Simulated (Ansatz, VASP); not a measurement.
**Two plane-wave programs on LiF**

INCAR

```
SYSTEM = LiF
PREC = Accurate
ENCUT = 520
EDIFF = 1E-6
ISMEAR = 0
SIGMA = 0.05
LREAL = .False.
LASPH = .True.
NELM = 80
ALGO = Normal
ISIF = 2
LWAVE = .False.
LCHARG = .False.
NBANDS = 18
```

The input KPOINTS:

```
regular mesh
0
Gamma
  9 9 6
  0 0 0
```

File POSCAR:

```
LiF
1.0
    3.2094779225      0.0000000000      0.0000000000
   -1.6047389613      2.7794894138      0.0000000000
    0.0000000000      0.0000000000      4.8171054139
Li F
2 2
Direct
    0.3333333333      0.6666666667      0.3839784076
    0.6666666667      0.3333333333      0.8839784076
    0.3333333333      0.6666666667      0.9910195924
    0.6666666667      0.3333333333      0.4910195924
```

Input for Ansatz:

```yaml
crystal:
  lattice:
    - [3.2094779225, 0.0, 0.0]
    - [-1.6047389613, 2.7794894138, 0.0]
    - [0.0, 0.0, 4.8171054139]
  atoms:
    - { symbol: Li, position: [0.3333333333, 0.6666666667, 0.3839784076] }
    - { symbol: Li, position: [0.6666666667, 0.3333333333, 0.8839784076] }
    - { symbol: F, position: [0.3333333333, 0.6666666667, 0.9910195924] }
    - { symbol: F, position: [0.6666666667, 0.3333333333, 0.4910195924] }
basis:
  ecutwfc: 520.0
kpoints:
  mp_grid: { grid: [9, 9, 6] }
hamiltonian:
  xc: lda
scf:
  occupations: { method: gaussian, width: 0.05 }
output:
  forces: true
  stress: true
  eigenvalues: true
```

Alike in both runs: task single point; functional LDA; k mesh 9 × 9 × 6; occupations gaussian, width 0.05 eV; no spin polarisation.

|  | VASP | Ansatz |
| --- | --- | --- |
| version | VASP 6.6.1 | Ansatz 0.2.0 |
| potentials or method | VASP PAW LDA potentials, release 64 (Li_sv, F), cutoff 520 eV | scalar-relativistic, plane waves, PAW |
| valence electrons in the cell | 20 | 20 |

|  | VASP | Ansatz | Ansatz less VASP |
| --- | --- | --- | --- |
| gap on the k mesh at the Fermi level (eV) | 7.03 | 7.04 | +0.013 |
| least direct gap on the mesh (eV) | 7.03 | 7.04 | +0.013 |
| rms of the force components (eV/Å) | 0.013 | 0.011 | -0.0020 |

LDA's correlation is that of Perdew and Zunger in VASP and of Perdew and Wang (1992) in Ansatz. Atom by atom the forces differ by 0.002 eV/Å (rms over components).

Noted on VASP's run: the cutoff is short for stress, so the pressure is rough.
